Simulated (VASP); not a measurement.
Wanted: the native input for a VASP 6.6.1 run.

* Task: electric field gradients
* Functional: LDA
* Potentials or basis: VASP PAW LDA potentials, release 64 (Y_sv)
* Cutoff: 520 eV
* k mesh: 13 × 13 × 13
* Occupations: fermi-dirac, width 0.05 eV
* Spin: no spin polarisation
* Dipole correction: no
* Further INCAR settings: ALGO = Normal; EDIFF = 1e-08; NBANDS = 12

The structure of Y lies in POSCAR:

```
Y
1.0
    0.0000000000      2.4766889011      2.4766889011
    2.4766889011      0.0000000000      2.4766889011
    2.4766889011      2.4766889011      0.0000000000
Y
1
Direct
    0.0000000000      0.0000000000      0.0000000000
```

This cell differs from its parent crystal: volume scaled by 0.99.

These files were run (other wordings do the same):

INCAR

```
SYSTEM = Y
PREC = Accurate ; ENCUT = 520
EDIFF = 1E-8 ; ISMEAR = -1
SIGMA = 0.05 ; LREAL = .False.
LASPH = .True. ; NELM = 100
ALGO = Normal ; ISIF = 2
LWAVE = .False. ; LCHARG = .False.
LEFG = .True. ; NBANDS = 12
```

KPOINTS

```
Automatic mesh
0
Gamma
  13 13 13
  0 0 0
```

Potentials or basis: VASP PAW LDA potentials, release 64 (Y_sv).

Command:

```sh
$ cat potpaw_LDA.64/Y_sv/POTCAR > POTCAR
$ mpirun -np 1 vasp_std > vasp.out
```

Results of the run:

```
Pressure : -1.5 GPa
```

Caveat: without QUAD_EFG the Cq values of the log hold for a quadrupole moment of 1 mb, not for the nuclei.

It took 30 s on 1 thread of Intel(R) Xeon(R) 6975P-C (Granite Rapids), with other jobs on the host, peak memory 0.17 GiB.
